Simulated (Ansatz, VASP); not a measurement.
**Hf5C3 in VASP and in Ansatz**

```
Hf C
1.0
     5.00970    0.00000    0.00000
     0.00000    5.00970    0.00000
     0.00000    0.00000    5.00970
Hf C
5 3
Direct
  0.50000 0.00000 0.00000
  0.00000 0.50000 0.00000
  0.00000 0.00000 0.50000
  0.00000 0.00000 0.00000
  0.50000 0.50000 0.50000
  0.00000 0.50000 0.50000
  0.50000 0.00000 0.50000
  0.50000 0.50000 0.00000
```

Alike in both runs: functional PBE; k mesh 3 × 3 × 3; occupations gaussian, width 0.2 eV; no spin polarisation.

Ansatz relaxed the structure, and its values are those at the end. VASP's run is a single point on that final structure, the one shown.

|  | VASP | Ansatz |
| --- | --- | --- |
| version | VASP 6.6.1 | Ansatz 0.2.0 |
| potentials or method | VASP PAW PBE potentials, release 64 (Hf_pv, C), cutoff 520 eV | scalar-relativistic, plane waves, PAW |
| valence electrons in the cell | 62 | 142 |

Ansatz gave:

```
gap on the k mesh at the Fermi level (eV) : none
pressure (GPa)                            : 0.3
```

Question: Estimate VASP's values.

Answer: gap on the k mesh at the Fermi level (eV): none; pressure (GPa): -0.5.

A gap of «none» marks a metal or a gap that the smearing closes. VASP's potentials hold 62 valence electrons a cell and Ansatz's 142, so a difference there can come from the potentials and not from the codes.

The k mesh is coarse, so the values compare programs but aren't converged. Neither program's run includes spin-orbit coupling.
